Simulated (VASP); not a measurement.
# Zn (Fm-3m) in VASP: notebook

Runs on Zn. Level: PBE. Tasks: relaxation of cell and atoms, single point.

Everything below comes from runs of VASP 6.6.1. Logs are shortened: lines on timing, memory, paths and dates and some standing lists are left out, and cuts for length are marked.

## Step 1: The cell of the first run

It takes space group Fm-3m (No. 225, cubic). Conventional cell: a = 3.940 Å, b = 3.940 Å, c = 3.940 Å, α = 90.00°, β = 90.00°, γ = 90.00°. Zn (site symmetry m-3m) has 12 Zn at 2.79 Å within 3.7 Å.

This isn't the form of Zn at room conditions, which is hcp.

## Step 2: Relaxation of cell and atoms, PBE, target pressure 10 GPa, at which the enthalpy is minimised

Input file INCAR:

```
PREC = Accurate
ENCUT = 500
EDIFF = 1E-7
ISMEAR = -1
SIGMA = 0.05
LREAL = False
LASPH = True
NELM = 120
ALGO = Normal
ISIF = 3
LWAVE = False
LCHARG = False
GGA = PE
IBRION = 2
NSW = 50
EDIFFG = -0.01
PSTRESS = 100.0
GGA_COMPAT = False
NELMIN = 4
```

Input file KPOINTS:

```
regular mesh
0
Gamma
  10 10 10
```

Input file POSCAR:

```
Zn
1.0
    0.0000000000      1.9700000000      1.9700000000
    1.9700000000      0.0000000000      1.9700000000
    1.9700000000      1.9700000000      0.0000000000
Zn
1
Direct
    0.0000000000      0.0000000000      0.0000000000
```

Potentials or basis: VASP PAW PBE potentials, release 64 (Zn).

Started as:

```bash
> cat potpaw_PBE.64/Zn/POTCAR > POTCAR
> mpirun -np 1 vasp_std > vasp.out
```

OUTCAR:

```text
PREC = Accurate
   ENCUT = 500
   EDIFF = 1E-7
   ISMEAR = -1
   LREAL = False
   LASPH = True
   NELM = 120
   ISIF = 3
   GGA = PE
   IBRION = 2
   NSW = 50
   EDIFFG = -0.01
   PSTRESS = 100.0
   NELMIN = 4

 ion  position               nearest neighbor table
   1  0.000  0.000  0.000-

  LATTYP: Found a face centered cubic cell.
 ALAT       =     3.9400000000

  Lattice vectors:

 A1 = (   0.0000000000,   1.9700000000,   1.9700000000)
 A2 = (   1.9700000000,   0.0000000000,   1.9700000000)
 A3 = (   1.9700000000,   1.9700000000,   0.0000000000)

Analysis of symmetry for initial positions (statically):
=====================================================================
 Subroutine PRICEL returns:
 Original cell was already a primitive cell.

 Routine SETGRP: Setting up the symmetry group for a
 face centered cubic supercell.

 Subroutine GETGRP returns: Found 48 space group operations
 (whereof 48 operations were pure point group operations)
 out of a pool of 48 trial point group operations.

The static configuration has the point symmetry O_h .

Analysis of symmetry for dynamics (positions and initial velocities):
=====================================================================
 Subroutine PRICEL returns:
 Original cell was already a primitive cell.

 Routine SETGRP: Setting up the symmetry group for a
 face centered cubic supercell.

 Subroutine GETGRP returns: Found 48 space group operations
 (whereof 48 operations were pure point group operations)
 out of a pool of 48 trial point group operations.

The dynamic configuration has the point symmetry O_h .

 Subroutine INISYM returns: Found 48 space group operations
 (whereof 48 operations are pure point group operations),
 and found     1 'primitive' translations

----------------------------------------------------------------------------------------

                                     Primitive cell

  volume of cell :      15.2907

  direct lattice vectors                    reciprocal lattice vectors
     0.000000000  1.970000000  1.970000000    -0.253807107  0.253807107  0.253807107
     1.970000000  0.000000000  1.970000000     0.253807107 -0.253807107  0.253807107
     1.970000000  1.970000000  0.000000000     0.253807107  0.253807107 -0.253807107

  length of vectors
     2.786000718  2.786000718  2.786000718     0.439606804  0.439606804  0.439606804

  position of ions in fractional coordinates (direct lattice)
     0.000000000  0.000000000  0.000000000

  ion indices of the primitive-cell ions
   primitive index   ion index
                 1           1

----------------------------------------------------------------------------------------

 KPOINTS: regular mesh

Automatic generation of k-mesh.
 Grid dimensions read from file:
 generate k-points for:   10   10   10

 Generating k-lattice:

  Cartesian coordinates                     Fractional coordinates (reciprocal lattice)
    -0.025380711  0.025380711  0.025380711     0.100000000  0.000000000  0.000000000
     0.025380711 -0.025380711  0.025380711     0.000000000  0.100000000  0.000000000
     0.025380711  0.025380711 -0.025380711     0.000000000  0.000000000  0.100000000

  Length of vectors
     0.043960680  0.043960680  0.043960680

  Shift w.r.t. Gamma in fractional coordinates (k-lattice)
     0.000000000  0.000000000  0.000000000

 Subroutine IBZKPT returns following result:
 ===========================================

 Found     47 irreducible k-points:

 Following reciprocal coordinates:
            Coordinates               Weight
  0.000000  0.000000  0.000000      1.000000
  0.100000  0.000000  0.000000      8.000000
  0.200000  0.000000  0.000000      8.000000
  0.300000  0.000000  0.000000      8.000000
  0.400000  0.000000  0.000000      8.000000
  0.500000  0.000000  0.000000      4.000000
[... 16 lines left out ...]
  0.300000  0.300000  0.000000      6.000000
  0.400000  0.300000  0.000000     24.000000
 [... further k-points ...]
   k-points           NKPTS =     47   k-points in BZ     NKDIM =     47   number of bands    NBANDS=     10
   number of dos      NEDOS =    301   number of ions     NIONS =      1
   total plane-waves  NPLWV =   8000
   dimension x,y,z NGX =    20 NGY =   20 NGZ =   20
   dimension x,y,z NGXF=    40 NGYF=   40 NGZF=   40
   ions per type =               1
   NGX,Y,Z   is equivalent  to a cutoff of  11.93, 11.93, 11.93 a.u.
   NGXF,Y,Z  is equivalent  to a cutoff of  23.87, 23.87, 23.87 a.u.
 SYSTEM =  unknown system
   PREC   = accura    normal or accurate (medium, high low for compatibility)
   ISTART =      0    job   : 0-new  1-cont  2-samecut
   ICHARG =      2    charge: 1-file 2-atom 10-const
   ISPIN  =      1    spin polarized calculation?
   LNONCOLLINEAR =      F non collinear calculations
   LSORBIT =      F    spin-orbit coupling
   LASPH  =      T    aspherical Exc in radial PAW
   ENCUT  =  500.0 eV  36.75 Ry    6.06 a.u.   5.08  5.08  5.08*2*pi/ulx,y,z
   NELM   =    120;   NELMIN=  4; NELMDL= -5     # of ELM steps
   EDIFF  = 0.1E-06   stopping-criterion for ELM
   LREAL  =      F    real-space projection
   EDIFFG = -.1E-01   stopping-criterion for IOM
   NSW    =     50    number of steps for IOM
   IBRION =      2    ionic relax: 0-MD 1-quasi-New 2-CG
   NFREE  =      1    steps in history (QN), initial steepest desc. (CG)
   ISIF   =      3    stress and relaxation
   ISYM   =      2    0-nonsym 1-usesym 2-fastsym
   POTIM  = 0.5000    time-step for ionic-motion
   TEBEG  =    0.0;   TEEND  =   0.0 temperature during run
   PSTRESS=  100.0 pullay stress
   NELECT =      12.0000    total number of electrons
   NUPDOWN=      -1.0000    fix difference up-down
   EMIN   =  10.00;   EMAX   =-10.00  energy-range for DOS
   EFERMI =   0.00;   METHOD = LEGACY
   ISMEAR =    -1;   SIGMA  =   0.05  broadening in eV -4-tet -1-fermi 0-gaus
   EFERMI_NEDOS =   21; number of points for ismear=-14 and -15
   IALGO  =     38    algorithm
   IMIX   =      4    mixing-type and parameters
     AMIX     =   0.40;   BMIX     =  1.00
     AMIX_MAG =   1.60;   BMIX_MAG =  1.00
  volume/ion in A,a.u.               =      15.29       103.19
  Fermi-wavevector in a.u.,A,eV,Ry     =   1.510054  2.853587 31.024845  2.280262
  Thomas-Fermi vector in A             =   2.620294
   LORBIT       =      0    0 simple, 1 ext, 2 COOP (PROOUT), +10 PAW based schemes
   GGA     = PE    functional components
   LHFCALC =     F    Hartree Fock is set to
   AEXX    =    0.0000 exact exchange contribution
   IVDW    =     0    specifies the selected vdW correction
   LEPSILON=     F    determine dielectric tensor
   LRPA    =     F    only Hartree local field effects (RPA)
 conjugate gradient relaxation of ions
 non-spin polarized calculation
  energy-cutoff  :      500.00
  volume of cell :       15.29
 maximum number of plane-waves:       396
   NGX = 11   NGY = 11   NGZ = 11

--------------------------------------- Ionic step        1  -------------------------------------------

 number of electron      11.9999992 magnetization

 Free energy of the ion-electron system (eV)
  ---------------------------------------------------
  ext. energy  EPLUGINS =         0.00000000
  ---------------------------------------------------
  free energy    TOTEN  =        -1.08590257 eV

  energy without entropy =       -1.08167266  energy(sigma->0) =       -1.08378762

------------------------ aborting loop because EDIFF is reached ----------------------------------------

  FORCE on cell =-STRESS in cart. coord.  units (eV):
  Direction    XX          YY          ZZ          XY          YZ          ZX
  --------------------------------------------------------------------------------------
  -------------------------------------------------------------------------------------
  Total       -0.0544387     -0.0544387     -0.0544387      0.0000000      0.0000000     -0.0000000
  in kB       -5.7041333     -5.7041333     -5.7041333      0.0000000      0.0000000     -0.0000000
  external PRESSURE =    -105.7041333 kB  Pullay stress =     100.0000000 kB
[... 59 lines left out ...]
  enthalpy is  TOTEN    =        -0.1888992503 eV   P V=        0.8217027727

--------------------------------------- Ionic step        3  -------------------------------------------

 number of electron      12.0000015 magnetization

 Free energy of the ion-electron system (eV)
  ---------------------------------------------------
  ext. energy  EPLUGINS =         0.00000000
  ---------------------------------------------------
  free energy    TOTEN  =        -1.04257198 eV

  energy without entropy =       -1.03989330  energy(sigma->0) =       -1.04123264

 E-fermi :   4.0762     XC(G=0): -12.1658

 val. band max:        3.9531508872   @ k =  -0.4000   0.3000   0.0000
 cond. band min:       4.0901297583   @ k =  -0.4000   0.2000   0.0000
 fundamental gap:      0.1369788711
 Fermi energy:         4.0761569876

 k-point     1 :       0.0000    0.0000    0.0000
  band No.  band energies     occupation
      1      -7.3620      2.00000
      2      -4.0344      2.00000
      3      -4.0344      2.00000
      4      -4.0344      2.00000
      5      -3.5681      2.00000
      6      -3.5681      2.00000
      7      23.6384      0.00000
      8      23.7573      0.00000
      9      23.7573      0.00000
     10      23.7573      0.00000
[... 287 lines left out ...]
 k-point    24 :       0.4000    0.3000    0.0000
  band No.  band energies     occupation
      1      -4.7228      2.00000
      2      -4.5886      2.00000
      3      -3.5080      2.00000
      4      -3.4617      2.00000
      5      -3.2437      2.00000
      6      -1.1374      2.00000
      7      11.6639      0.00000
      8      12.2203      0.00000
      9      14.4247      0.00000
     10      18.1430      0.00000

 [... further k-points ...]

------------------------ aborting loop because EDIFF is reached ----------------------------------------

  FORCE on cell =-STRESS in cart. coord.  units (eV):
  Direction    XX          YY          ZZ          XY          YZ          ZX
  --------------------------------------------------------------------------------------
  -------------------------------------------------------------------------------------
  Total        0.8475576      0.8475576      0.8475576     -0.0000000      0.0000000      0.0000000
  in kB       99.9072359     99.9072359     99.9072359     -0.0000000      0.0000000      0.0000000
  external PRESSURE =      -0.0927641 kB  Pullay stress =     100.0000000 kB
[... 16 lines left out ...]
  FREE ENERGIE OF THE ION-ELECTRON SYSTEM (eV)
  ---------------------------------------------------
  free  energy   TOTEN  =        -1.0425719779 eV

  energy  without entropy=       -1.0398932987  energy(sigma->0) =       -1.04123264

  enthalpy is  TOTEN    =        -0.1942274328 eV   P V=        0.8483445451

 reached required accuracy - stopping structural energy minimisation
```

Wall time 12 s (1 thread of Intel Xeon Platinum 8488C (Sapphire Rapids), shared host); peak memory 0.13 GiB.

Results:

```
Free energy                                                : -1.0426 eV
Relaxed volume                                             : 13.59 Å³/atom
Relaxed cell                                               : a = 2.679 Å, b = 2.679 Å, c = 2.679 Å, α = 60.00°, β = 60.00°, γ = 60.00°
Space group after relaxing (to 0.1 Å)                      : Fm-3m (No. 225)
Energy change on relaxing (the run minimises the enthalpy) : +43.3 meV/atom
Ionic steps                                                : 3
Pressure after relaxing                                    : 10.0 GPa
Band gap on the k mesh                                     : zero (bands 6 and 7 overlap by 2.34 eV)
```

Step by step:
```csv
step,energy change (eV),largest force (eV/Å),pressure (GPa),volume (Å³)
1,0.0000,0.0000,-0.57,15.29
2,0.0753,0.0000,14.14,13.17
3,0.0433,0.0000,9.99,13.59
```

Final structure:
```xyz
1
Lattice="0.0000 1.8942 1.8942 1.8942 0.0000 1.8942 1.8942 1.8942 0.0000" Properties=species:S:1:pos:R:3 pbc="T T T"
Zn    0.0000    0.0000    0.0000
```

Levels at points of the mesh, in eV from the Fermi level:
```tsv
k point	band 2	band 3	band 4	band 5	band 6	band 7	band 8	band 9	band 10
(0.00, 0.00, 0.00)	-8.11	-8.11	-8.11	-7.64	-7.64	19.56	19.68	19.68	19.68
(0.50, 0.00, 0.00)	-8.12	-8.12	-7.30	-7.30	-3.56	-1.35	16.43	16.43	18.02
(0.50, 0.50, 0.00)	-8.87	-7.32	-7.21	-7.21	-1.45	1.99	8.84	8.84	12.66
```

Caveat: the cell is relaxed towards a set pressure, so the run minimises the enthalpy, not the energy.

## Step 3: Relaxation of cell and atoms, PBE, target pressure 20 GPa, at which the enthalpy is minimised

Input file INCAR:

```
PREC = Accurate ; ENCUT = 500
EDIFF = 1E-7 ; ISMEAR = -1
SIGMA = 0.05 ; LREAL = F
LASPH = T ; NELM = 120
ALGO = Normal ; ISIF = 3
LWAVE = F ; LCHARG = F
GGA = PE ; IBRION = 2
NSW = 50 ; EDIFFG = -0.01
PSTRESS = 200.0 ; GGA_COMPAT = F
NELMIN = 4
```

Input file KPOINTS:

```
Automatic mesh
0
Gamma
  10 10 10
```

POSCAR is that of step 2.

Potentials or basis: VASP PAW PBE potentials, release 64 (Zn).

Started as:

```bash
> cat potpaw_PBE.64/Zn/POTCAR > POTCAR
> mpirun -np 1 vasp_std > vasp.out
```

Wall time 18 s (1 thread of Intel Xeon Platinum 8488C (Sapphire Rapids), shared host); peak memory 0.13 GiB.

The run converged. Its results:

```yaml
Free_energy: -0.9584 eV
Relaxed_volume: 12.67 Å³/atom
Relaxed_cell: a = 2.617 Å, b = 2.617 Å, c = 2.617 Å, α = 60.00°, β = 60.00°, γ = 60.00°
Space_group_after_relaxing_to_0.1_Å: Fm-3m (No. 225)
Energy_change_on_relaxing_the_run_minimises_the_enthalpy: +127.5 meV/atom
Ionic_steps: 6
Pressure_after_relaxing: 20.0 GPa
Band_gap_on_the_k_mesh: zero (bands 6 and 7 overlap by 2.18 eV)
```

Step by step:
```tsv
step	energy change (eV)	largest force (eV/Å)	pressure (GPa)	volume (Å³)
1	0.0000	0.0000	-0.57	15.29
2	0.3817	0.0000	43.53	11.34
3	0.1241	0.0000	19.65	12.70
4	0.1302	0.0000	20.29	12.65
5	0.1252	0.0000	19.77	12.69
6	0.1275	0.0000	20.01	12.67
```

Final structure:
```
CELL_PARAMETERS angstrom
0.00000 1.85042 1.85042
1.85042 0.00000 1.85042
1.85042 1.85042 0.00000
ATOMIC_POSITIONS crystal
Zn 0.00000 0.00000 0.00000
```

Levels at points of the mesh, in eV from the Fermi level:
| k point | band 4 | band 5 | band 6 | band 7 | band 8 | band 9 |
| --- | --- | --- | --- | --- | --- | --- |
| (0.00, 0.00, 0.00) | -8.42 | -7.89 | -7.89 | 20.03 | 20.65 | 20.65 |
| (0.50, 0.00, 0.00) | -7.50 | -7.50 | -3.97 | -1.28 | 17.26 | 17.26 |
| (0.50, 0.50, 0.00) | -7.41 | -7.41 | -1.73 | 2.20 | 9.15 | 9.15 |

Caveat: the cell is relaxed towards a set pressure, so the run minimises the enthalpy, not the energy; the volume moved by over 15 % at a fixed basis, so the end points are rough.

## Step 4: Single point, PBE

This run uses another cell than the first one, of 12.63 Å³/atom.

Input file INCAR:

```
SYSTEM = Zn
  ALGO = Normal
  EDIFF = 1E-6
  ENCUT = 500
  GGA = PE
  GGA_COMPAT = .False.
  ISIF = 2
  ISMEAR = -1
  LASPH = .True.
  LCHARG = .False.
  LREAL = .False.
  LWAVE = .False.
  NBANDS = 12
  NELM = 120
  PREC = Accurate
  SIGMA = 0.05
```

Input file KPOINTS:

```
k-points
0
Gamma
  10 10 10
  0 0 0
```

Input file POSCAR:

```
Zn
1.0
    0.0000000000      1.8483126033      1.8483126033
    1.8483126033      0.0000000000      1.8483126033
    1.8483126033      1.8483126033      0.0000000000
Zn
1
Direct
    0.0000000000      0.0000000000      0.0000000000
```

Started as:

```bash
> cat potpaw_PBE.64/Zn/POTCAR > POTCAR
> mpirun -np 1 vasp_std > vasp.out
```

Wall time 3.3 s (1 thread of Intel Xeon 6975P-C (Granite Rapids), shared host); peak memory 0.12 GiB.

The run converged. Its results:

| Item | Value |
| --- | --- |
| Free energy | -0.9526 eV |
| Pressure | 20.6 GPa |
| Band gap on the k mesh | zero (bands 6 and 7 overlap by 2.18 eV) |

Levels at points of the mesh, in eV from the Fermi level:
| k point | band 4 | band 5 | band 6 | band 7 | band 8 | band 9 |
| --- | --- | --- | --- | --- | --- | --- |
| (0.00, 0.00, 0.00) | -8.44 | -7.90 | -7.90 | 20.05 | 20.70 | 20.70 |
| (0.50, 0.00, 0.00) | -7.51 | -7.51 | -3.99 | -1.28 | 17.30 | 17.30 |
| (0.50, 0.50, 0.00) | -7.42 | -7.42 | -1.75 | 2.21 | 9.16 | 9.16 |

Caveat: the cell stands under pressure.

(Continued in part 2 of 2.)
